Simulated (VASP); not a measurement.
A run of VASP 6.6.1 is set up as follows.

POSCAR

```
HfO2
1.0
    5.0891111013      0.0000000000      0.0000000000
    0.0000000000      4.8794578562      0.0000000000
    0.0000000000      0.0000000000      5.1615184099
Hf O
4 8
Direct
    0.0338512493      0.2700024763      0.2433596401
    0.4661487507      0.2700024763      0.7433596401
    0.5338512493      0.7299975237      0.2433596401
    0.9661487507      0.7299975237      0.7433596401
    0.3724553619      0.0770347461      0.3760744029
    0.1275446381      0.0770347461      0.8760744029
    0.7404944259      0.4529398174      0.4935659570
    0.7595055741      0.4529398174      0.9935659570
    0.2595055741      0.5470601826      0.9935659570
    0.2404944259      0.5470601826      0.4935659570
    0.8724553619      0.9229652539      0.3760744029
    0.6275446381      0.9229652539      0.8760744029
```

File INCAR.step1:

```
SYSTEM = HfO2
PREC = Accurate
ENCUT = 520
ISMEAR = 0
SIGMA = 0.01
LREAL = .FALSE.
LASPH = .TRUE.
NELM = 100
NBANDS = 56
GGA = PE
ALGO = Normal
EDIFF = 1E-4
LWAVE = .TRUE.
LCHARG = .FALSE.
```

File INCAR.step2:

```
SYSTEM = HfO2
PREC = Accurate
ENCUT = 520
EDIFF = 1E-7
ISMEAR = 0
SIGMA = 0.01
LREAL = .FALSE.
LASPH = .TRUE.
NELM = 100
ALGO = Normal
ISIF = 2
LWAVE = .FALSE.
LCHARG = .FALSE.
METAGGA = R2SCAN
LMIXTAU = .TRUE.
NBANDS = 56
ISTART = 1
```

File KPOINTS:

```
regular mesh
0
G
  6 6 6
  0 0 0
```

Potentials or basis: VASP PAW PBE potentials, release 64 (Hf_pv, O).

The run is started by

```sh
$ cat potpaw_PBE.64/Hf_pv/POTCAR potpaw_PBE.64/O/POTCAR > POTCAR
$ cp INCAR.step1 INCAR
$ mpirun -np 1 vasp_std > vasp.out
$ cp INCAR.step2 INCAR
$ mpirun -np 1 vasp_std > vasp.out
```

Q: Estimate the band gap on the k mesh.

A: 4.91 eV (least direct gap 4.91 eV).

Q: Estimate the pressure.

A: 7.0 GPa.

Q: What does it give for the largest force?

A: 0.053 eV/Å.

Stress tensor (GPa, compression positive):
```
12.88  0.00  0.00
 0.00 11.91  0.00
 0.00  0.00 -3.86
```

Caveat: the cell differs from its parent crystal (epitaxial xy strain -3.0%); the cell stands under pressure; the PAW data sets were made with another functional, which shifts forces and pressure a little; spin-orbit coupling is left out, which moves the levels of the heavy elements. A k mesh can miss the band edges.
